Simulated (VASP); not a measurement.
Wanted: the native input for a VASP 6.6.1 run.

* Task: single point
* Functional: PBE
* Potentials or basis: VASP PAW PBE potentials, release 64 (Cu, I)
* Cutoff: 520 eV
* k mesh: 9 × 9 × 9
* Occupations: fermi-dirac, width 0.03 eV
* Spin: no spin polarisation
* Dipole correction: no
* Further INCAR settings: ALGO = Normal; EDIFF = 1e-07; NBANDS = 16

The structure of CuI lies in POSCAR:

```
CuI
1.0
    0.0000000000      3.0111537494      3.0111537494
    3.0111537494      0.0000000000      3.0111537494
    3.0111537494      3.0111537494      0.0000000000
Cu I
1 1
Direct
    0.7500000000      0.7500000000      0.7500000000
    0.0000000000      0.0000000000      0.0000000000
```

One way to write it, as run:

INCAR

```
ALGO     = Normal         # electronic algorithm
EDIFF    = 1E-7           # SCF threshold, eV
ENCUT    = 520            # plane-wave cutoff, eV
GGA      = PE             # functional
ISIF     = 2              # what is computed and relaxed
ISMEAR   = -1             # smearing method
LASPH    = True           # aspherical terms in the spheres
LCHARG   = False          # write CHGCAR
LREAL    = False          # projectors in reciprocal space
LWAVE    = False          # write WAVECAR
NBANDS   = 16             # bands
NELM     = 80             # most SCF steps
PREC     = Accurate       # precision mode
SIGMA    = 0.03           # smearing width, eV
```

KPOINTS

```
k-points
0
Gamma
  9 9 9
```

Potentials or basis: VASP PAW PBE potentials, release 64 (Cu, I).

Launch:

```sh
$ cat potpaw_PBE.64/Cu/POTCAR potpaw_PBE.64/I/POTCAR > POTCAR
$ mpirun -np 1 vasp_std > vasp.out
```

Results of the run:

* Pressure: 1.2 GPa
* Band gap on the k mesh: 1.20 eV

Caveat: spin-orbit coupling is left out, which moves the levels of the heavy elements.

It took 21 s on 1 thread of Intel(R) Xeon(R) Platinum 8375C CPU @ 2.90GHz (Ice Lake), with other jobs on the host, peak memory 0.19 GiB.
